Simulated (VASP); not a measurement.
# Os (P6_3/mmc) in VASP: further runs, part 2 of 2

VASP 6.6.1. Earlier steps stand in the parts before.

## (3) Single point, r2SCAN (14.01 Å³/atom)

This run uses another cell than the first one, of 14.01 Å³/atom.

Contents of POSCAR:

```
Os
1.0
    2.7358004898      0.0000000000      0.0000000000
   -1.3679002449      2.3692727238      0.0000000000
    0.0000000000      0.0000000000      4.3238910537
Os
2
Direct
    0.3333333333      0.6666666667      0.7500000000
    0.6666666667      0.3333333333      0.2500000000
```

Contents of INCAR.step1:

```
SYSTEM = Os
PREC = Accurate ; ENCUT = 520
ISMEAR = 0 ; SIGMA = 0.05
LREAL = .FALSE. ; LASPH = .TRUE.
NELM = 80 ; NBANDS = 15
GGA = PE ; ALGO = Normal
EDIFF = 1E-4 ; LWAVE = .TRUE.
LCHARG = .FALSE.
```

Contents of INCAR.step2:

```
SYSTEM = Os
PREC = Accurate ; ENCUT = 520
EDIFF = 1E-6 ; ISMEAR = 0
SIGMA = 0.05 ; LREAL = .FALSE.
LASPH = .TRUE. ; NELM = 80
ALGO = Normal ; ISIF = 2
LWAVE = .FALSE. ; LCHARG = .FALSE.
METAGGA = R2SCAN ; LMIXTAU = .TRUE.
NBANDS = 15 ; ISTART = 1
```

Contents of KPOINTS:

```
regular mesh
0
G
  18 18 10
  0 0 0
```

Potentials or basis: VASP PAW PBE potentials, release 64 (Os).

On the command line:

```console
cat potpaw_PBE.64/Os/POTCAR > POTCAR
cp INCAR.step1 INCAR
mpirun -np 1 vasp_std > vasp.out
cp INCAR.step2 INCAR
mpirun -np 1 vasp_std > vasp.out
```

OUTCAR:

```text
SYSTEM = Os
   PREC = Accurate
   ENCUT = 520
   EDIFF = 1E-6
   ISMEAR = 0
   LREAL = .FALSE.
   LASPH = .TRUE.
   NELM = 80
   ISIF = 2
   METAGGA = R2SCAN
   ISTART = 1

 ion  position               nearest neighbor table
   1  0.333  0.667  0.750-   2 2.68   2 2.68   2 2.68   2 2.68   2 2.68   2 2.68
   2  0.667  0.333  0.250-   1 2.68   1 2.68   1 2.68   1 2.68   1 2.68   1 2.68

  LATTYP: Found a hexagonal cell.
 ALAT       =     2.7358004898
 C/A-ratio  =     1.5804847867

  Lattice vectors:

 A1 = (   2.7358004898,   0.0000000000,   0.0000000000)
 A2 = (  -1.3679002449,   2.3692727238,   0.0000000000)
 A3 = (   0.0000000000,   0.0000000000,   4.3238910537)

Analysis of symmetry for initial positions (statically):
=====================================================================
 Subroutine PRICEL returns:
 Original cell was already a primitive cell.

 Routine SETGRP: Setting up the symmetry group for a
 hexagonal supercell.

 Subroutine GETGRP returns: Found 24 space group operations
 (whereof 12 operations were pure point group operations)
 out of a pool of 24 trial point group operations.

The static configuration has the point symmetry D_3d.
[... 179 lines left out ...]
      8       7.6029      2.00000
      9       7.6029      2.00000
     10       9.2386      0.85833
     11      10.9817      0.00000
     12      10.9817      0.00000
     13      18.7745      0.00000
     14      24.0186      0.00000
[... 401 lines left out ...]
      2       2.2470      2.00000
      3       2.6086      2.00000
      4       5.4710      2.00000
      5       5.5596      2.00000
      6       6.4763      2.00000
      7       7.2303      2.00000
      8      10.8769      0.00000
      9      11.3274      0.00000
     10      11.8068      0.00000
     11      13.2994      0.00000
     12      16.5002      0.00000
     13      19.1545      0.00000
     14      20.2997      0.00000
     15      21.9932      0.00000

 [... further k-points ...]

------------------------ aborting loop because EDIFF is reached ----------------------------------------

  FORCE on cell =-STRESS in cart. coord.  units (eV):
  Direction    XX          YY          ZZ          XY          YZ          ZX
  --------------------------------------------------------------------------------------
  -------------------------------------------------------------------------------------
  Total        0.1697008      0.1697008      0.1723636      0.0000000     -0.0000000      0.0000000
  in kB        9.7010840      9.7010840      9.8533056      0.0000000     -0.0000000      0.0000000
  external PRESSURE =       9.7518245 kB  Pullay stress =       0.0000000 kB

 VOLUME and BASIS-vectors are now :
 -----------------------------------------------------------------------------
  energy-cutoff  :      520.00
  volume of cell :       28.03
      direct lattice vectors                 reciprocal lattice vectors
     2.735800490  0.000000000  0.000000000     0.365523730  0.211035224  0.000000000
    -1.367900245  2.369272724  0.000000000     0.000000000  0.422070448  0.000000000
     0.000000000  0.000000000  4.323891054     0.000000000  0.000000000  0.231273172

 POSITION                                       TOTAL-FORCE (eV/Angst)
 -----------------------------------------------------------------------------------
     -0.00000      1.57952      3.24292         0.000000     -0.000000      0.000000
      1.36790      0.78976      1.08097        -0.000000      0.000000      0.000000
 -----------------------------------------------------------------------------------
    total drift:                               -0.000000      0.000000     -0.000000

  FREE ENERGIE OF THE ION-ELECTRON SYSTEM (eV)
  ---------------------------------------------------
  free  energy   TOTEN  =      -106.0040531692 eV

  energy  without entropy=     -106.0022462091  energy(sigma->0) =     -106.00314969
```

OUTCAR.step1:

```text
SYSTEM = Os
   PREC = Accurate
   ENCUT = 520
   ISMEAR = 0
   LREAL = .FALSE.
   LASPH = .TRUE.
[... 656 lines left out ...]
     -0.00000      1.57952      3.24292         0.000000      0.000000      0.000000
      1.36790      0.78976      1.08097        -0.000000     -0.000000      0.000000
 -----------------------------------------------------------------------------------
    total drift:                               -0.000000      0.000000     -0.000000

  FREE ENERGIE OF THE ION-ELECTRON SYSTEM (eV)
  ---------------------------------------------------
  free  energy   TOTEN  =       -22.4835495749 eV

  energy  without entropy=      -22.4817153024  energy(sigma->0) =      -22.48263244
```

OSZICAR.step1:

```text
N       E                     dE             d eps       ncg     rms          rms(c)
DAV:   1     0.102196724379E+03    0.10220E+03   -0.73910E+03  6668   0.102E+03
DAV:   2    -0.191134788738E+02   -0.12131E+03   -0.10619E+03  6856   0.327E+02
DAV:   3    -0.238563826653E+02   -0.47429E+01   -0.45927E+01  9040   0.571E+01
DAV:   4    -0.238903824812E+02   -0.34000E-01   -0.33970E-01  7164   0.501E+00
DAV:   5    -0.238905643219E+02   -0.18184E-03   -0.18183E-03  9131   0.345E-01    0.233E+01
DAV:   6    -0.228141626449E+02    0.10764E+01   -0.87449E-01  8445   0.798E+00    0.106E+01
DAV:   7    -0.224916539236E+02    0.32251E+00   -0.62078E-01  8648   0.658E+00    0.530E-01
DAV:   8    -0.224861447589E+02    0.55092E-02   -0.62986E-03  6786   0.600E-01    0.336E-01
DAV:   9    -0.224835267148E+02    0.26180E-02   -0.16081E-03  8081   0.399E-01    0.456E-02
DAV:  10    -0.224835495749E+02   -0.22860E-04   -0.54486E-05  5416   0.671E-02
   1 F= -.22483550E+02 E0= -.22482632E+02  d E =-.183427E-02
```

It took 5.6 min on 1 thread of Intel Xeon 8259CL, shared host; peak memory 0.21 GiB.

What came out:

- Free energy: -106.0041 eV
- Pressure: 1.0 GPa
- Band gap on the k mesh: zero (bands 8 and 9 overlap by 4.07 eV)

Caveat: the PAW data sets were made with another functional, which shifts forces and pressure a little; spin-orbit coupling is left out, which moves the levels of the heavy elements.

## (4) Relaxation of shape and atoms at fixed volume, r2SCAN (13.57 Å³/atom)

Contents of POSCAR:

```
Os
1.0
    2.7074248949      0.0000000000      0.0000000000
   -1.3537124475      2.3446987378      0.0000000000
    0.0000000000      0.0000000000      4.2743155257
Os
2
Direct
    0.3333333333      0.6666666667      0.7500000000
    0.6666666667      0.3333333333      0.2500000000
```

Contents of INCAR.step1:

```
SYSTEM = Os
  ALGO = Normal
  EDIFF = 1E-4
  ENCUT = 600
  GGA = PE
  ISMEAR = 0
  LASPH = .True.
  LCHARG = .False.
  LREAL = .False.
  LWAVE = .True.
  NELM = 60
  PREC = Accurate
  SIGMA = 0.05
```

Contents of INCAR.step2:

```
SYSTEM = Os
  ALGO = Normal
  EDIFF = 1E-7
  EDIFFG = -0.04
  ENCUT = 600
  IBRION = 2
  ISIF = 4
  ISMEAR = 0
  ISTART = 1
  LASPH = .True.
  LCHARG = .False.
  LMIXTAU = .True.
  LREAL = .False.
  LWAVE = .False.
  METAGGA = R2SCAN
  NELM = 60
  NSW = 60
  PREC = Accurate
  SIGMA = 0.05
```

Contents of KPOINTS:

```
k-points
0
Gamma
  18 18 10
  0 0 0
```

On the command line:

```console
cat potpaw_PBE.64/Os/POTCAR > POTCAR
cp INCAR.step1 INCAR
mpirun -np 1 vasp_std > vasp.out
cp INCAR.step2 INCAR
mpirun -np 1 vasp_std > vasp.out
```

Wall time 13 min (1 thread of Intel Xeon 8259CL, shared host); peak memory 0.23 GiB.

Results (log left out):

```
Free energy               : -105.9567 eV
Energy gained by relaxing : 0.1 meV/atom
Ionic steps               : 3
Pressure after relaxing   : 16.5 GPa
Band gap on the k mesh    : zero (bands 8 and 9 overlap by 4.31 eV)
```

Step by step:
| step | energy change (eV) | largest force (eV/Å) | pressure (GPa) | volume (Å³) |
| --- | --- | --- | --- | --- |
| 1 | 0.0000 | 0.0000 | 16.58 | 27.13 |
| 2 | 0.0006 | 0.0000 | 16.44 | 27.13 |
| 3 | -0.0003 | 0.0000 | 16.52 | 27.13 |

Final structure:
```
Os
1.0
     2.70500    0.00000    0.00000
    -1.35250    2.34260    0.00000
     0.00000    0.00000    4.28199
Os
2
Direct
  0.33333 0.66667 0.75000
  0.66667 0.33333 0.25000
```

Levels at points of the mesh, in eV from the Fermi level:
```tsv
k point	band 5	band 6	band 7	band 8	band 9	band 10	band 11	band 12
(0.00, 0.00, 0.00)	-3.06	-2.41	-2.41	-1.69	-1.69	-0.01	1.84	1.84
(0.50, 0.00, 0.00)	-3.12	-2.83	-2.05	2.24	2.85	2.95	4.82	6.24
(0.00, 0.00, 0.50)	-3.53	-3.53	-3.53	-3.53	0.97	0.97	0.97	0.97
(0.50, 0.00, 0.50)	-1.31	-1.31	-0.18	-0.18	2.61	2.61	3.58	3.58
```

Caveat: the PAW data sets were made with another functional, which shifts forces and pressure a little; spin-orbit coupling is left out, which moves the levels of the heavy elements.

## (5) Overview

```tsv
task	cell	cutoff (eV)	gap on the mesh (eV)	pressure (GPa)
single point	a = 2.705, b = 2.705, c = 4.282 Å, angles 90.0, 90.0, 120.0°, 2 atoms	520	none	16.4
single point	a = 2.736, b = 2.736, c = 4.324 Å, angles 90.0, 90.0, 120.0°, 2 atoms	520	none	1.0
relaxation of shape and atoms at fixed volume	relaxed from a = 2.707, b = 2.707, c = 4.274 Å, angles 90.0, 90.0, 120.0°, 2 atoms	600	none	16.5
```

Alike in all rows: level r2SCAN; potentials or basis VASP PAW PBE potentials, release 64 (Os); no spin polarisation; k mesh 18 × 18 × 10; smearing gaussian 0.05 eV.

Caveats: the PAW data sets were made with another functional, which shifts forces and pressure a little; spin-orbit coupling is left out, which moves the levels of the heavy elements; the cell stands under pressure (at least some runs).

Absolute energies hang on the potentials; compare differences alone.
